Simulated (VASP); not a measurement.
# Ti24HO48 (a cell with a defect) in VASP: notebook

Runs on Ti24HO48 (a cell with a defect). Level: PBE. Tasks: single point.

Everything below comes from runs of VASP 6.6.1. Logs are shortened: lines on timing, memory, paths and dates and some standing lists are left out, and cuts for length are marked.

**1. The cell of the first run**

The cell holds a defect, 73 atoms: a = 9.287 Å, b = 9.287 Å, c = 8.892 Å, α = 90.00°, β = 90.00°, γ = 90.00°.

**2. Single point, PBE**

Contents of INCAR:

```
SYSTEM = Ti24HO48
  PREC = Accurate
  ENCUT = 520
  EDIFF = 1E-6
  ISMEAR = 0
  SIGMA = 0.02
  LREAL = Auto
  LASPH = .TRUE.
  NELM = 120
  ALGO = Normal
  ISIF = 2
  LWAVE = .FALSE.
  LCHARG = .FALSE.
  GGA = PE
  NBANDS = 330
  NELECT = 576.0
  GGA_COMPAT = .FALSE.
```

Contents of KPOINTS:

```
regular mesh
0
G
  1 1 1
  0 0 0
```

Contents of POSCAR:

```
Ti24HO48
1.0
    9.2865645667      0.0000000000      0.0000000000
    0.0000000000      9.2865645667      0.0000000000
    0.0000000000      0.0000000000      8.8916141668
Ti O H
24 48 1
Direct
   -0.0020320755     -0.0153779149     -0.0010016179
    0.0065338479     -0.0074924370      0.3311672037
   -0.0027855295     -0.0169071134      0.6665546760
    0.0003305851      0.5167266071     -0.0019945760
   -0.0040349690      0.5197410695      0.3357618700
    0.0067302606      0.5114101093      0.6636192135
    0.5194375127      0.0044225181     -0.0087258622
    0.4976651987      0.0155062724      0.3302773765
    0.4973141539      0.0174714771      0.6658894424
    0.5046832945      0.4887997028     -0.0001734218
    0.5122588623      0.4966151871      0.3358626391
    0.4927749080      0.4820586739      0.6669125413
    0.2449994273      0.2829453218      0.1757107282
    0.2310006014      0.2478952236      0.5012065207
    0.2356105947      0.2505025387      0.8358274280
    0.2653020912      0.7429083113      0.1652093728
    0.2645891258      0.7463707327      0.4981291267
    0.2664688306      0.7465908356      0.8324160114
    0.7664333725      0.2477842030      0.1682752953
    0.7631572417      0.2433152738      0.5015000557
    0.7667782794      0.2484199602      0.8329001755
    0.7441309378      0.7596606850      0.1663461743
    0.7350200336      0.7620366982      0.4990842964
    0.7356426535      0.7393555443      0.8293387299
    0.1733609871      0.1363601137      0.0112555491
    0.1514739913      0.1559402284      0.3327481315
    0.1520565533      0.1510051419      0.6693695755
    0.1499878658      0.6514558701     -0.0004121861
    0.1495124478      0.6521006726      0.3343945142
    0.1511214389      0.6504185651      0.6675495460
    0.6531738359      0.1507401354      0.0001234871
    0.6456717074      0.1530588615      0.3296037081
    0.6512731330      0.1516309923      0.6668368520
    0.6511824644      0.6528616644      0.0011410752
    0.6528387281      0.6524415952      0.3332373565
    0.6521576366      0.6525039434      0.6640298251
    0.0924044617      0.4049541650      0.1671572756
    0.0947493547      0.4018095145      0.5011132868
    0.0935696935      0.3961147283      0.8380883223
    0.0958858352      0.9011428220      0.1685105732
    0.0967550480      0.9037925639      0.5003396365
    0.0949145396      0.9005831963      0.8328478790
    0.5964636287      0.4027399985      0.1670304145
    0.5959107871      0.4022934394      0.5011390414
    0.5967853839      0.4024000451      0.8338814372
    0.5963541157      0.9029143059      0.1677112808
    0.5928465753      0.9035866751      0.4943458991
    0.5968245803      0.8995253239      0.8284439542
    0.3455901240      0.3507327146      0.0001854556
    0.3479169263      0.3481361678      0.3389166403
    0.3461482421      0.3434307679      0.6715158674
    0.3466364743      0.8425818766     -0.0006355426
    0.3453738976      0.8452428176      0.3329685639
    0.3452454325      0.8467167749      0.6655916338
    0.8439510589      0.3480839418      0.0006043897
    0.8447027901      0.3463973116      0.3343535768
    0.8453769899      0.3453932805      0.6659338663
    0.8469532456      0.8467988289      0.0004800028
    0.8468915435      0.8475440992      0.3335386516
    0.8448148875      0.8477001310      0.6667701599
    0.3879740429      0.0872920222      0.1539236830
    0.3992431187      0.0971194454      0.4979988916
    0.4050987825      0.0953116724      0.8342199584
    0.4017809787      0.5960175004      0.1681747512
    0.4023138991      0.5965176853      0.5009247946
    0.4034116140      0.5972146061      0.8323561798
    0.9047450152      0.0989799827      0.1662075043
    0.9012962695      0.0973436402      0.5002820541
    0.9074661506      0.1002374983      0.8370671354
    0.8998432025      0.5983130748      0.1665686311
    0.9016818803      0.5971146768      0.5030548915
    0.9004658224      0.5964643825      0.8324734813
    0.2800531867      0.0787076851      0.0792779564
```

Potentials or basis: VASP PAW PBE potentials, release 64 (Ti_sv, O, H).

Command:

```sh
cat potpaw_PBE.64/Ti_sv/POTCAR potpaw_PBE.64/O/POTCAR potpaw_PBE.64/H/POTCAR > POTCAR
mpirun -np 1 vasp_gam > vasp.out
```

OUTCAR:

```text
SYSTEM = Ti24HO48
   PREC = Accurate
   ENCUT = 520
   EDIFF = 1E-6
   ISMEAR = 0
   LREAL = Auto
   LASPH = .TRUE.
   NELM = 120
   ISIF = 2
   GGA = PE
   NELECT = 576.0

 ion  position               nearest neighbor table
   1  0.998  0.985  0.999-  42 1.90  58 1.90  40 1.92  69 1.98  67 2.02  25 2.16
   2  0.007  0.993  0.331-  40 1.87  41 1.91  59 2.00  67 2.01  26 2.03  68 2.04
   3  0.997  0.983  0.667-  41 1.89  60 1.89  42 1.90  68 2.03  69 2.04  27 2.12
   4  0.000  0.517  0.998-  28 1.87  72 1.89  70 1.92  39 2.01  37 2.02  55 2.14
   5  0.996  0.520  0.336-  71 1.87  29 1.88  70 1.90  37 2.05  38 2.05  56 2.14   6 2.92
   6  0.007  0.511  0.664-  30 1.86  71 1.90  38 1.95  72 1.96  39 2.05  57 2.15   5 2.92
   7  0.519  0.004  0.991-  31 1.84  48 1.89  63 1.95  46 1.96  61 2.04  52 2.20   9 2.90
   8  0.498  0.016  0.330-  32 1.88  62 1.91  61 1.99  47 2.00  46 2.01  53 2.12
   9  0.497  0.017  0.666-  63 1.87  33 1.90  62 1.90  48 2.04  47 2.06  54 2.12   7 2.90
  10  0.505  0.489  1.000-  45 1.88  43 1.89  49 1.96  66 2.03  64 2.04  34 2.04
  11  0.512  0.497  0.336-  44 1.88  43 1.90  35 1.95  65 2.01  64 2.03  50 2.06
  12  0.493  0.482  0.667-  51 1.87  44 1.91  45 1.92  66 2.00  65 2.00  36 2.17
  13  0.245  0.283  0.176-  37 1.82  50 1.84  49 1.92  26 2.02  25 2.11  61 2.26  14 2.92
  14  0.231  0.248  0.501-  26 1.88  27 1.89  38 1.91  50 2.03  51 2.06  62 2.10  13 2.92
  15  0.236  0.251  0.836-  39 1.89  27 1.91  25 1.97  51 1.98  49 2.01  63 2.13
  16  0.265  0.743  0.165-  64 1.86  52 1.90  53 1.92  28 2.01  29 2.03  40 2.15
  17  0.265  0.746  0.498-  53 1.89  65 1.89  54 1.91  29 2.01  30 2.04  41 2.14
  18  0.266  0.747  0.832-  66 1.88  52 1.88  54 1.90  30 2.02  28 2.04  42 2.14
  19  0.766  0.248  0.168-  56 1.88  67 1.89  55 1.90  32 2.02  31 2.04  43 2.14
  20  0.763  0.243  0.502-  68 1.87  57 1.90  56 1.92  33 1.99  32 2.06  44 2.14
  21  0.767  0.248  0.833-  57 1.88  55 1.90  69 1.90  33 2.03  31 2.04  45 2.13
  22  0.744  0.760  0.166-  46 1.91  58 1.93  59 1.95  34 1.97  35 1.98  70 2.08
  23  0.735  0.762  0.499-  47 1.86  36 1.94  35 1.95  59 1.97  60 1.97  71 2.18
  24  0.736  0.739  0.829-  36 1.85  34 1.90  48 1.97  72 2.03  60 2.03  58 2.09
  25  0.173  0.136  0.011-  73 1.28  15 1.97  13 2.11   1 2.16
  26  0.151  0.156  0.333-  14 1.88  13 2.02   2 2.03
  27  0.152  0.151  0.669-  14 1.89  15 1.91   3 2.12
  28  0.150  0.651  1.000-   4 1.87  16 2.01  18 2.04
  29  0.150  0.652  0.334-   5 1.88  17 2.01  16 2.03
  30  0.151  0.650  0.668-   6 1.86  18 2.02  17 2.04
  31  0.653  0.151  0.000-   7 1.84  21 2.04  19 2.04
[... 27 lines left out ...]
  59  0.847  0.848  0.334-  22 1.95  23 1.97   2 2.00
  60  0.845  0.848  0.667-   3 1.89  23 1.97  24 2.03
  61  0.388  0.087  0.154-  73 1.20   8 1.99   7 2.04  13 2.26
  62  0.399  0.097  0.498-   9 1.90   8 1.91  14 2.10
  63  0.405  0.095  0.834-   9 1.87   7 1.95  15 2.13
  64  0.402  0.596  0.168-  16 1.86  11 2.03  10 2.04
  65  0.402  0.597  0.501-  17 1.89  12 2.00  11 2.01
  66  0.403  0.597  0.832-  18 1.88  12 2.00  10 2.03
  67  0.905  0.099  0.166-  19 1.89   2 2.01   1 2.02
  68  0.901  0.097  0.500-  20 1.87   3 2.03   2 2.04
  69  0.907  0.100  0.837-  21 1.90   1 1.98   3 2.04
  70  0.900  0.598  0.167-   5 1.90   4 1.92  22 2.08
  71  0.902  0.597  0.503-   5 1.87   6 1.90  23 2.18
  72  0.900  0.596  0.832-   4 1.89   6 1.96  24 2.03
  73  0.280  0.079  0.079-  61 1.20  25 1.28

  LATTYP: Found a simple tetragonal cell.
 ALAT       =     9.2865645667
 C/A-ratio  =     0.9574707744

  Lattice vectors:

 A1 = (   9.2865645667,   0.0000000000,   0.0000000000)
 A2 = (   0.0000000000,   9.2865645667,   0.0000000000)
 A3 = (   0.0000000000,   0.0000000000,   8.8916141668)

Analysis of symmetry for initial positions (statically):
=====================================================================
 Subroutine PRICEL returns:
 Original cell was already a primitive cell.

 Routine SETGRP: Setting up the symmetry group for a
 simple tetragonal supercell.

 Subroutine GETGRP returns: Found  1 space group operations
 (whereof  1 operations were pure point group operations)
 out of a pool of 16 trial point group operations.

The static configuration has the point symmetry C_1 .

Analysis of symmetry for dynamics (positions and initial velocities):
[... 203 lines left out ...]
 Subroutine IBZKPT returns following result:
 ===========================================

 Found      1 irreducible k-points:

 Following reciprocal coordinates:
            Coordinates               Weight
  0.000000  0.000000  0.000000      1.000000
   k-points           NKPTS =      1   k-points in BZ     NKDIM =      1   number of bands    NBANDS=    330
   number of dos      NEDOS =    301   number of ions     NIONS =     73
   total plane-waves  NPLWV = 343000
   dimension x,y,z NGX =    70 NGY =   70 NGZ =   70
   dimension x,y,z NGXF=   140 NGYF=  140 NGZF=  140
   ions per type =              24  48   1
   NGX,Y,Z   is equivalent  to a cutoff of  12.53, 12.53, 13.09 a.u.
   NGXF,Y,Z  is equivalent  to a cutoff of  25.06, 25.06, 26.18 a.u.
 SYSTEM =  Ti24HO48
   PREC   = accura    normal or accurate (medium, high low for compatibility)
   ISTART =      0    job   : 0-new  1-cont  2-samecut
   ICHARG =      2    charge: 1-file 2-atom 10-const
   ISPIN  =      1    spin polarized calculation?
   LNONCOLLINEAR =      F non collinear calculations
   LSORBIT =      F    spin-orbit coupling
   LASPH  =      T    aspherical Exc in radial PAW
   ENCUT  =  520.0 eV  38.22 Ry    6.18 a.u.  17.27 17.27 16.53*2*pi/ulx,y,z
   NELM   =    120;   NELMIN=  2; NELMDL= -5     # of ELM steps
   EDIFF  = 0.1E-05   stopping-criterion for ELM
   LREAL  =      T    real-space projection
   EDIFFG = 0.1E-04   stopping-criterion for IOM
   NSW    =      0    number of steps for IOM
   IBRION =     -1    ionic relax: 0-MD 1-quasi-New 2-CG
   NFREE  =      0    steps in history (QN), initial steepest desc. (CG)
   ISIF   =      2    stress and relaxation
   ISYM   =      2    0-nonsym 1-usesym 2-fastsym
   POTIM  = 0.5000    time-step for ionic-motion
   TEBEG  =    0.0;   TEEND  =   0.0 temperature during run
   PSTRESS=    0.0 pullay stress
   NELECT =     576.0000    total number of electrons
   NUPDOWN=      -1.0000    fix difference up-down
   EMIN   =  10.00;   EMAX   =-10.00  energy-range for DOS
   EFERMI =   0.00;   METHOD = LEGACY
   ISMEAR =     0;   SIGMA  =   0.02  broadening in eV -4-tet -1-fermi 0-gaus
   EFERMI_NEDOS =   21; number of points for ismear=-14 and -15
   IALGO  =     38    algorithm
   IMIX   =      4    mixing-type and parameters
     AMIX     =   0.40;   BMIX     =  1.00
     AMIX_MAG =   1.60;   BMIX_MAG =  1.00
  volume/ion in A,a.u.               =      10.50        70.89
  Fermi-wavevector in a.u.,A,eV,Ry     =   1.488168  2.812230 30.132076  2.214645
  Thomas-Fermi vector in A             =   2.601237
   LORBIT       =      0    0 simple, 1 ext, 2 COOP (PROOUT), +10 PAW based schemes
   GGA     = PE    functional components
   LHFCALC =     F    Hartree Fock is set to
   AEXX    =    0.0000 exact exchange contribution
   IVDW    =     0    specifies the selected vdW correction
   LEPSILON=     F    determine dielectric tensor
   LRPA    =     F    only Hartree local field effects (RPA)
 non-spin polarized calculation
 Gauss-broadening in eV      SIGMA  =   0.02
  energy-cutoff  :      520.00
  volume of cell :      766.82
 maximum number of plane-waves:     10319
 NGX is ok and might be reduce to    70
   NGX = 35   NGY = 35   NGZ = 33

 number of electron     576.0000056 magnetization

 Free energy of the ion-electron system (eV)
  ---------------------------------------------------
  ext. energy  EPLUGINS =         0.00000000
  ---------------------------------------------------
  free energy    TOTEN  =      -652.54323284 eV

  energy without entropy =     -652.54323284  energy(sigma->0) =     -652.54323284

 E-fermi :   4.7056     XC(G=0): -11.2729

 val. band max:        4.5775253675   @ k =   0.0000   0.0000   0.0000
 cond. band min:       6.6063931875   @ k =   0.0000   0.0000   0.0000
 fundamental gap:      2.0288678200
 Fermi energy:         4.7055569775

 k-point     1 :       0.0000    0.0000    0.0000
  band No.  band energies     occupation
      1     -52.3789      2.00000
      2     -52.3576      2.00000
      3     -52.3444      2.00000
      4     -52.3032      2.00000
      5     -52.3029      2.00000
      6     -52.2841      2.00000
[... 292 lines left out ...]
    299       7.0496      0.00000
    300       7.0842      0.00000
 [bands above 300 left out]

------------------------ aborting loop because EDIFF is reached ----------------------------------------

  FORCE on cell =-STRESS in cart. coord.  units (eV):
  Direction    XX          YY          ZZ          XY          YZ          ZX
  --------------------------------------------------------------------------------------
  -------------------------------------------------------------------------------------
  Total        1.9144796      3.9795733      8.5968344     -1.9743545      2.0742865     -2.2709255
  in kB        4.0000972      8.3148864     17.9621522     -4.1251993      4.3339963     -4.7448522
  external PRESSURE =      10.0923786 kB  Pullay stress =       0.0000000 kB

 VOLUME and BASIS-vectors are now :
 -----------------------------------------------------------------------------
  energy-cutoff  :      520.00
  volume of cell :      766.82
      direct lattice vectors                 reciprocal lattice vectors
     9.286564567  0.000000000  0.000000000     0.107682447  0.000000000  0.000000000
     0.000000000  9.286564567  0.000000000     0.000000000  0.107682447  0.000000000
     0.000000000  0.000000000  8.891614167     0.000000000  0.000000000  0.112465519

 POSITION                                       TOTAL-FORCE (eV/Angst)
 -----------------------------------------------------------------------------------
      9.26769      9.14376      8.88271         0.018713      0.048530     -0.005995
      0.06068      9.21699      2.94461        -0.020723      0.026982      0.000160
      9.26070      9.12956      5.92675         0.001925      0.056583     -0.001278
      0.00307      4.79862      8.87388        -0.011903     -0.055231      0.004524
      9.24909      4.82661      2.98546        -0.008236     -0.062891     -0.016787
      0.06250      4.74924      5.90065        -0.036170     -0.048492      0.024808
[... 65 lines left out ...]
      8.36223      5.53910      7.40203        -0.033534      0.025036     -0.014176
      2.60073      0.73092      0.70491        -0.018399     -0.006763     -0.008404
 -----------------------------------------------------------------------------------
    total drift:                               -0.011599     -0.011743     -0.015462

  FREE ENERGIE OF THE ION-ELECTRON SYSTEM (eV)
  ---------------------------------------------------
  free  energy   TOTEN  =      -652.5432328356 eV

  energy  without entropy=     -652.5432328356  energy(sigma->0) =     -652.54323284
```

Wall time 20 min (1 thread of Intel Xeon 8259CL, shared host); peak memory 0.73 GiB.

Results:

```
Free energy   : -652.5432 eV
Largest force : 0.077 eV/Å
```

Forces on the atoms (eV/Å):
```
Ti   0.019  0.049 -0.006
Ti  -0.021  0.027  0.000
Ti   0.002  0.057 -0.001
Ti  -0.012 -0.055  0.005
Ti  -0.008 -0.063 -0.017
Ti  -0.036 -0.048  0.025
Ti  -0.041 -0.020  0.033
Ti  -0.023 -0.029 -0.033
Ti  -0.003 -0.046 -0.014
Ti  -0.014  0.039 -0.006
Ti  -0.042  0.010 -0.020
Ti   0.012  0.041 -0.004
Ti   0.016 -0.061 -0.035
Ti   0.047  0.005  0.005
Ti   0.029 -0.028  0.017
Ti  -0.049  0.011 -0.006
Ti  -0.044  0.002  0.004
Ti  -0.049  0.001 -0.006
Ti  -0.057  0.004 -0.008
Ti  -0.060  0.013 -0.027
Ti  -0.051 -0.004  0.001
Ti   0.016 -0.017 -0.001
Ti   0.044 -0.025 -0.002
Ti   0.042  0.024  0.015
O   -0.013 -0.030  0.014
O   -0.027 -0.035 -0.032
O   -0.043 -0.051  0.006
O    0.019  0.020 -0.001
O    0.014  0.019 -0.004
O    0.023  0.024  0.007
O    0.020  0.027  0.004
O    0.020  0.020  0.003
O    0.005  0.007  0.014
O   -0.030 -0.031  0.021
O   -0.007 -0.012 -0.005
O   -0.050 -0.054 -0.025
O   -0.042  0.028  0.007
O    0.000  0.001 -0.015
O   -0.019  0.014  0.001
O    0.052 -0.049 -0.007
O    0.046 -0.044  0.000
O    0.052 -0.045  0.004
O    0.046 -0.048  0.008
O    0.048 -0.044  0.009
O    0.048 -0.045 -0.005
O   -0.005  0.000  0.012
O   -0.021  0.016  0.012
O    0.018 -0.024 -0.029
O    0.010  0.006 -0.017
O    0.042  0.030  0.054
O   -0.015 -0.013 -0.005
O    0.051  0.055  0.007
O    0.039  0.046 -0.005
O    0.037  0.047 -0.001
O    0.041  0.051  0.000
O    0.039  0.051  0.013
O    0.045  0.054 -0.005
O   -0.007 -0.007 -0.017
O    0.021  0.018  0.008
O   -0.008 -0.007  0.016
O   -0.005  0.012  0.009
O   -0.048  0.037  0.003
O   -0.049  0.042  0.023
O    0.016 -0.020  0.006
O    0.010 -0.008  0.001
O    0.010 -0.009  0.007
O    0.014 -0.013  0.003
O    0.025 -0.022  0.004
O    0.012 -0.007 -0.002
O   -0.042  0.038 -0.008
O   -0.058  0.049  0.014
O   -0.034  0.025 -0.014
H   -0.018 -0.007 -0.008
```

Caveat: the k points lie up to 0.71 Å⁻¹ apart; the cell carries a net charge on a neutralising background, which shifts energy and pressure; the cell is charged against a uniform background, so pressure and absolute levels hang on convention.

(Part 1 of 2 ends here.)
